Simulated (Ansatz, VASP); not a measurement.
**PbSe: VASP beside Ansatz**

```xyz
4
Lattice="4.3098 0.0000 0.0000 0.0000 0.0000 -4.4505 -2.1549 6.1339 0.0000" Properties=species:S:1:pos:R:3 pbc="T T T"
Pb    0.0000    4.5175   -1.1126
Pb    2.1549    1.6164   -3.3379
Se    0.0000    1.7017   -1.1126
Se    2.1549    4.4323   -3.3379
```

Alike in both runs: task single point; functional PBE; k mesh 8 × 6 × 8; occupations gaussian, width 0.05 eV; no spin polarisation.

```csv
,VASP,Ansatz
version,VASP 6.6.1,Ansatz 0.2.0
potentials or method,"VASP PAW PBE potentials, release 64 (Pb_d, Se), cutoff 500 eV","scalar-relativistic, plane waves, PAW"
valence electrons in the cell,40,60
```

Ansatz gave:

| Property | Result |
| --- | --- |
| gap on the k mesh at the Fermi level (eV) | 1.08 |
| pressure (GPa) | 1.0 |
| traceless stress, the component that is largest in VASP (GPa) | 0.18 |
| rms of the force components (eV/Å) | 0.064 |

**Question.** Estimate VASP's values.

**Answer.** gap on the k mesh at the Fermi level (eV): 1.08; pressure (GPa): 1.0; traceless stress, the component that is largest in VASP (GPa): 0.20; rms of the force components (eV/Å): 0.068.

Atom by atom the forces differ by 0.004 eV/Å (rms over components). With one functional, cell and mesh, what is left measures potentials, basis and numerics. VASP's potentials hold 40 valence electrons a cell and Ansatz's 60, so a difference there can come from the potentials and not from the codes.

Neither program's run includes spin-orbit coupling.
